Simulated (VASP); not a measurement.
In, 1 atom in the cell. It takes space group I4/mmm (No. 139, tetragonal). Conventional cell: a = 3.916 Å, b = 3.916 Å, c = 3.464 Å, α = 90.00°, β = 90.00°, γ = 90.00°. Within 4.3 Å of In (site symmetry 4/mmm) lie 14 In at 3.27 to 3.92 Å.  This cell differs from its parent crystal: strain +0.040 along x and y, -0.080 along z.

- Program: VASP 6.6.1
- Task: single point
- Functional: PBE
- Potentials or basis: VASP PAW PBE potentials, release 64 (In_d)
- Cutoff: 520 eV
- k mesh: 18 × 18 × 18
- Occupations: gaussian, width 0.15 eV
- Spin: no spin polarisation
- Dipole correction: no
- Further INCAR settings: ALGO = Fast; EDIFF = 1e-06; NBANDS = 12

Potentials or basis: VASP PAW PBE potentials, release 64 (In_d).

Command:

```console
$ cat potpaw_PBE.64/In_d/POTCAR > POTCAR
$ mpirun -np 1 vasp_std > vasp.out
```

Hardware: 1 thread of Intel(R) Xeon(R) 6975P-C (Granite Rapids), on a shared host.

Question: How long does it take, and how much memory?

Answer: Run time: 36 s on 1 thread of Intel(R) Xeon(R) 6975P-C (Granite Rapids), on a shared host, peak memory 0.25 GiB. Counts: scf iterations 13, k points 480.
